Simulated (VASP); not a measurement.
The system is ZrSi7.

```
Zr Si
1.0
     6.01317    0.00000    0.00000
    -3.00658    5.20756    0.00000
     0.00000    0.00000    4.79291
Zr Si
1 7
Cartesian
  0.0000 0.0000 0.0000
  0.0000 5.2037 0.0000
  1.4999 2.6057 0.0000
  -1.4999 2.6057 0.0000
  1.5300 0.8833 2.3965
  4.4832 0.8833 2.3965
  3.0066 3.4409 2.3965
  0.0000 3.4717 2.3965
```

```yaml
Program: VASP 6.6.1
Task: relaxation of cell and atoms
Functional: PBE
Potentials_or_basis: VASP PAW PBE potentials, release 64 (Zr_sv, Si)
Cutoff: 600 eV
k_mesh: 3 × 3 × 4
Occupations: gaussian, width 0.2 eV
Spin: no spin polarisation
```

At the start: pressure -12.4 GPa; volume 18.76 Å³/atom.

Q: Where does the relaxation end?

A: Over 24 steps the energy falls by 218.9 meV/atom and the volume is 15.86 Å³/atom (-15.5 %); space group P-6m2 (No. 187, to 0.05 Å).

Step by step:
```
step  energy change (eV)  largest force (eV/Å)  pressure (GPa)  volume (Å³)
   1              0.0000                0.5649          -12.42       150.08
   2             -1.3123                0.5795            2.94       120.62
   3             -1.3266                0.5940            0.99       122.90
   4             -1.4513                0.5809            1.12       122.89
   5             -1.5080                0.3734            1.90       122.79
   6             -1.5523                0.2599           -0.92       126.80
   7             -1.5524                0.2561           -1.00       126.95
   8             -1.5723                0.1432           -0.12       126.24
   9             -1.5744                0.1926            0.30       125.93
  10             -1.5967                0.2015            0.35       126.17
  11             -1.6377                0.3801            0.76       126.62
  12             -1.6338                0.5155            1.09       126.77
  13             -1.6386                0.4178            0.85       126.67
  14             -1.6499                0.4470            0.58       127.17
  15             -1.6555                0.5136            0.27       127.91
  16             -1.6729                0.4455           -0.18       128.23
  17             -1.7076                0.2721           -1.35       129.20
  18             -1.7073                0.1749           -3.02       131.16
  19             -1.7186                0.1262           -2.30       130.18
  20             -1.7357                0.0953           -1.59       129.18
  21             -1.7461                0.1257           -0.50       127.77
  22             -1.7461                0.1300           -0.41       127.67
  23             -1.7487                0.0933           -0.27       127.39
  24             -1.7510                0.0194            0.02       126.87
```

Final structure:
```
Zr Si
1.0
     5.30397    0.00000    0.00000
    -2.65198    4.59337    0.00000
     0.00000    0.00000    5.20740
Zr Si
1 7
Cartesian
  0.0000 0.0000 5.2074
  0.0000 4.5621 0.0000
  1.2989 2.3123 0.0000
  -1.2989 2.3123 0.0000
  1.2983 0.7496 2.6037
  4.0057 0.7496 2.6037
  2.6520 3.0942 2.6037
  0.0000 3.0622 2.6037
```

Caveat: the k points lie up to 0.46 Å⁻¹ apart in the final cell; the volume moved by over 15 % at a fixed basis, so the end points are rough; the relaxation stopped at a loose force limit of 0.08 eV/Å, so its end isn't a converged minimum.
